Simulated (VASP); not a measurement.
LiBe3H6:

```xyz
20
Lattice="4.1023 0.0000 0.0000 0.0000 4.1023 0.0000 0.0000 0.0000 6.5644" Properties=species:S:1:pos:R:3 pbc="T T T"
Li    0.0000    2.0512    3.2822
Li    2.0512    0.0000    0.0000
Be    0.0000    0.0000    1.6411
Be    0.0000    0.0000    4.9233
Be    2.6939    0.9715    3.2822
Be    1.4084    3.1308    3.2822
Be    3.1308    2.6939    0.0000
Be    0.9715    1.4084    0.0000
H     3.3981    0.4857    2.4617
H     0.7042    3.6166    2.4617
H     3.6166    3.3981    0.8206
H     0.4857    0.7042    0.8206
H     3.3981    0.4857    4.1028
H     0.7042    3.6166    4.1028
H     3.6166    3.3981    5.7439
H     0.4857    0.7042    5.7439
H     2.0512    0.0000    3.2822
H     2.0512    2.0512    3.2822
H     2.0512    2.0512    0.0000
H     0.0000    2.0512    0.0000
```

The cell was generated, and may not be a known phase.

```yaml
Program: VASP 6.6.1
Task: relaxation of cell and atoms
Functional: PBE
Potentials_or_basis: VASP PAW PBE potentials, release 64 (Li_sv, Be, H)
Cutoff: 600 eV
k_mesh: 4 × 4 × 4
Occupations: gaussian, width 0.1 eV
Spin: no spin polarisation
```

At the start: pressure 60.5 GPa; volume 5.52 Å³/atom.

Problem. How do energy, volume and symmetry change on relaxing?

Solution. Over 33 steps the energy falls by 812.7 meV/atom and the volume is 7.00 Å³/atom (+26.8 %); space group P4_2/m (No. 84, to 0.1 Å) before and after.

The path:
| step | energy change (eV) | largest force (eV/Å) | pressure (GPa) | volume (Å³) |
| --- | --- | --- | --- | --- |
| 1 | 0.0000 | 3.3011 | 60.53 | 110.47 |
| 2 | -9.7467 | 1.6013 | 18.44 | 147.29 |
| 3 | -11.3412 | 1.8469 | 7.18 | 169.34 |
| 4 | -10.4479 | 2.5571 | -4.34 | 219.80 |
| 5 | -11.4715 | 2.2766 | 1.38 | 187.46 |
| 6 | -11.4939 | 2.2266 | 2.26 | 184.20 |
| 7 | -12.8455 | 1.3649 | -0.47 | 195.58 |
| 8 | -13.2088 | 0.8588 | -1.66 | 204.44 |
| 9 | -13.2165 | 0.8853 | -1.81 | 205.88 |
| 10 | -13.7721 | 0.7688 | -1.82 | 204.37 |
| 11 | -14.4501 | 1.2074 | -2.60 | 199.86 |
| 12 | -14.8682 | 0.4648 | -2.42 | 191.99 |
| 13 | -14.9662 | 0.7305 | -2.20 | 186.35 |
| 14 | -15.3761 | 0.5831 | -1.14 | 174.53 |
| 15 | -15.4739 | 0.8572 | -0.13 | 167.15 |
| 16 | -15.5743 | 0.7435 | 0.41 | 162.98 |
| 17 | -15.5936 | 0.3932 | 0.19 | 164.18 |
| 18 | -15.7110 | 0.3372 | -0.60 | 162.72 |
| 19 | -15.7655 | 0.3986 | -1.68 | 160.64 |
| 20 | -15.8711 | 0.2638 | -1.08 | 155.80 |
| 21 | -15.9055 | 0.4101 | -0.46 | 151.53 |
| 22 | -15.9775 | 0.2194 | 0.97 | 146.84 |
| 23 | -15.9776 | 0.2241 | 1.03 | 146.65 |
| 24 | -16.0249 | 0.1697 | 0.81 | 146.39 |
| 25 | -16.1181 | 0.1044 | 0.11 | 145.56 |
| 26 | -16.1996 | 0.3251 | -1.47 | 143.56 |
| 27 | -16.2026 | 0.2111 | -0.95 | 144.23 |
| 28 | -16.2289 | 0.3083 | 0.64 | 140.08 |
| 29 | -16.2342 | 0.1760 | 0.15 | 141.27 |
| 30 | -16.2462 | 0.1423 | 0.71 | 139.19 |
| 31 | -16.2477 | 0.1065 | 0.56 | 139.73 |
| 32 | -16.2462 | 0.1377 | -0.46 | 140.37 |
| 33 | -16.2538 | 0.0311 | 0.07 | 140.03 |

Final structure:
```
Li Be H
1.0
     5.03032    0.00000    0.00000
     0.00000    5.03032    0.00000
     0.00000    0.00000    5.53391
Li Be H
2 6 12
Direct
  0.00000 0.50000 0.50000
  0.50000 0.00000 0.00000
  0.00000 0.00000 0.25000
  0.00000 0.00000 0.75000
  0.64478 0.22318 0.50000
  0.35522 0.77682 0.50000
  0.77681 0.64478 0.00000
  0.22319 0.35522 0.00000
  0.78343 0.22590 0.27055
  0.21657 0.77410 0.27055
  0.77410 0.78343 0.22945
  0.22590 0.21657 0.22945
  0.78343 0.22590 0.72945
  0.21657 0.77410 0.72945
  0.77410 0.78343 0.77055
  0.22590 0.21657 0.77055
  0.50000 0.00000 0.50000
  0.50000 0.50000 0.50000
  0.50000 0.50000 0.00000
  0.00000 0.50000 0.00000
```

Caveat: the k points lie up to 0.31 Å⁻¹ apart in the final cell, too coarse for converged energies and pressures of a metal; the cutoff is under 1.25 times the usual one of these potentials, so pressure, stress and relaxed cells hold a basis-set (Pulay) error; the volume moved by over 15 % at a fixed basis, so the end points are rough.
